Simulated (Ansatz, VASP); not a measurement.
Two plane-wave programs on RuS2

Contents of INCAR:

```
SYSTEM = RuS2
ALGO = Normal
EDIFF = 1E-7
ENCUT = 520
GGA = PS
ISIF = 2
ISMEAR = 0
LASPH = .True.
LCHARG = .False.
LREAL = .False.
LWAVE = .False.
NBANDS = 64
NELM = 80
PREC = Accurate
SIGMA = 0.01
```

Contents of KPOINTS:

```
k-points
0
Gamma
  4 4 4
  0 0 0
```

POSCAR

```
RuS2
1.0
    5.6106000000      0.0000000000      0.0000000000
    0.0000000000      5.6106000000      0.0000000000
    0.0000000000      0.0000000000      5.6106000000
Ru S
4 8
Direct
    0.0000000000      0.5000000000      0.5000000000
    0.5000000000      0.5000000000      0.0000000000
    0.5000000000      0.0000000000      0.5000000000
    0.0000000000      0.0000000000      0.0000000000
    0.3883100000      0.1116900000      0.8883100000
    0.1116900000      0.8883100000      0.3883100000
    0.8883100000      0.3883100000      0.1116900000
    0.6116900000      0.6116900000      0.6116900000
    0.6116900000      0.8883100000      0.1116900000
    0.8883100000      0.1116900000      0.6116900000
    0.1116900000      0.6116900000      0.8883100000
    0.3883100000      0.3883100000      0.3883100000
```

File input:

```
crystal:
  lattice:
    - [5.6106, 0.0, 0.0]
    - [0.0, 5.6106, 0.0]
    - [0.0, 0.0, 5.6106]
  atoms:
    - { symbol: Ru, position: [0.0, 0.5, 0.5] }
    - { symbol: Ru, position: [0.5, 0.5, 0.0] }
    - { symbol: Ru, position: [0.5, 0.0, 0.5] }
    - { symbol: Ru, position: [0.0, 0.0, 0.0] }
    - { symbol: S, position: [0.38831, 0.11169, 0.88831] }
    - { symbol: S, position: [0.11169, 0.88831, 0.38831] }
    - { symbol: S, position: [0.88831, 0.38831, 0.11169] }
    - { symbol: S, position: [0.61169, 0.61169, 0.61169] }
    - { symbol: S, position: [0.61169, 0.88831, 0.11169] }
    - { symbol: S, position: [0.88831, 0.11169, 0.61169] }
    - { symbol: S, position: [0.11169, 0.61169, 0.88831] }
    - { symbol: S, position: [0.38831, 0.38831, 0.38831] }
kpoints:
  mp_grid: { grid: [4, 4, 4] }
  band_path:
    path:
      - [0.0, 0.0, 0.0]
      - [0.0, 0.5, 0.0]
      - [0.5, 0.5, 0.0]
      - [0.5, 0.5, 0.5]
      - [0.5, 0.0, 0.0]
      - [0.0, 0.0, 0.447917]
    npoints: 1
hamiltonian:
  xc: pbesol
scf:
  occupations: { method: fixed }
  n_extra_bands: 7
output:
  forces: true
  stress: true
  eigenvalues: true
```

Alike in both runs: functional PBEsol; k mesh 4 × 4 × 4; no spin polarisation.

```csv
,VASP,Ansatz
version,VASP 6.6.1,Ansatz 0.2.0
potentials or method,"VASP PAW PBE potentials, release 64 (Ru_pv, S)",Ansatz PAW
plane-wave cutoff (eV),520,420
occupations,"gaussian, width 0.01 eV",fixed
valence electrons in the cell,104,112
task,single point,band structure
```

|  | VASP | Ansatz | Ansatz less VASP |
| --- | --- | --- | --- |
| gap on the k mesh at the Fermi level (eV) | 0.72 | 0.72 | +0.002 |
| least direct gap on the mesh (eV) | 0.93 | 0.93 | 0.000 |
| pressure (GPa) | -3.1 | -3.1 | +0.05 |
| rms of the force components (eV/Å) | 0.142 | 0.156 | +0.0136 |

VASP's potentials were made for PBE, not for PBEsol. Atom by atom the forces differ by 0.014 eV/Å (rms over components). VASP's potentials hold 104 valence electrons a cell and Ansatz's 112, so a difference there can come from the potentials and not from the codes.
